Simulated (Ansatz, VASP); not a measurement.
MgW: VASP beside Ansatz

```
Mg W
1.0
     4.74384    0.00000    0.01447
     0.00000    3.36643    0.00000
    -0.01304    0.00000    4.28464
Mg W
2 2
Direct
  0.50000 0.25000 0.75000
  0.50000 0.75000 0.25000
  0.00000 0.75000 0.75000
  0.00000 0.25000 0.25000
```

Alike in both runs: task single point; functional PBE; k mesh 10 × 14 × 10; occupations gaussian, width 0.1 eV; no spin polarisation.

|  | VASP | Ansatz |
| --- | --- | --- |
| version | VASP 6.6.1 | Ansatz 0.2.0 |
| potentials or method | VASP PAW PBE potentials, release 64 (Mg, W_sv), cutoff 520 eV | scalar-relativistic, plane waves, PAW |
| valence electrons in the cell | 32 | 48 |

```csv
,VASP,Ansatz,Ansatz less VASP
gap on the k mesh at the Fermi level (eV),none,none,-
pressure (GPa),0.0,0.0,-0.05
"traceless stress, the component that is largest in VASP (GPa)",-0.19,0.01,+0.195
```

A gap of «none» marks a metal or a gap that the smearing closes. VASP's potentials hold 32 valence electrons a cell and Ansatz's 48, so a difference there can come from the potentials and not from the codes. Ansatz's warnings: near symmetry operations not taken, structure snapped to symmetry.

Spin-orbit coupling is off throughout.
